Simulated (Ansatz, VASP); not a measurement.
# InPd: VASP beside Ansatz

Contents of INCAR:

```
ALGO = Normal ; EDIFF = 1E-7
ENCUT = 520 ; ISIF = 2
ISMEAR = -1 ; LASPH = True
LCHARG = True ; LELF = True
LREAL = False ; LVHAR = True
LWAVE = False ; NBANDS = 18
NELM = 60 ; PREC = Accurate
SIGMA = 0.05
```

The input KPOINTS:

```
k-points
0
Gamma
  8 8 8
```

POSCAR

```
InPd
1.0
    3.2499251601      0.0000000000      0.0000000000
    0.0000000000      3.2499251601      0.0000000000
    0.0000000000      0.0000000000      3.2499251601
In Pd
1 1
Direct
    0.0000000000      0.0000000000      0.0000000000
    0.5000000000      0.5000000000      0.5000000000
```

File input.yaml:

```yaml
crystal:
  lattice:
    - [3.2499251601, 0.0, 0.0]
    - [0.0, 3.2499251601, 0.0]
    - [0.0, 0.0, 3.2499251601]
  atoms:
    - { symbol: In, position: [0.0, 0.0, 0.0] }
    - { symbol: Pd, position: [0.5, 0.5, 0.5] }
kpoints:
  mp_grid: { grid: [8, 8, 8] }
scf:
  occupations: { method: fermi_dirac, width: 0.05 }
hamiltonian:
  xc: lda
  pseudopotentials: { kind: all_electron, lapw: { basis_error: 0.001 } }
output:
  forces: true
  stress: true
  eigenvalues: true
```

Change from the starting cell: volume scaled by 0.98.

Alike in both runs: task single point; functional LDA; k mesh 8 × 8 × 8; occupations fermi-dirac, width 0.05 eV; no spin polarisation.

|  | VASP | Ansatz |
| --- | --- | --- |
| version | VASP 6.6.1 | Ansatz 0.2.0 |
| potentials or method | VASP PAW LDA potentials, release 64 (In_d, Pd), cutoff 520 eV | all-electron LAPW, scalar-relativistic |

Ansatz gave:

```
gap on the k mesh at the Fermi level (eV) : none
pressure (GPa)                            : -4.6
```

Q: Estimate VASP's values.

A: gap on the k mesh at the Fermi level (eV): none; pressure (GPa): -4.2.

LDA's correlation is that of Perdew and Zunger in VASP and of Perdew and Wang (1992) in Ansatz. A gap of «none» marks a metal or a gap that the smearing closes. Ansatz ran all-electron here, and VASP with PAW potentials.
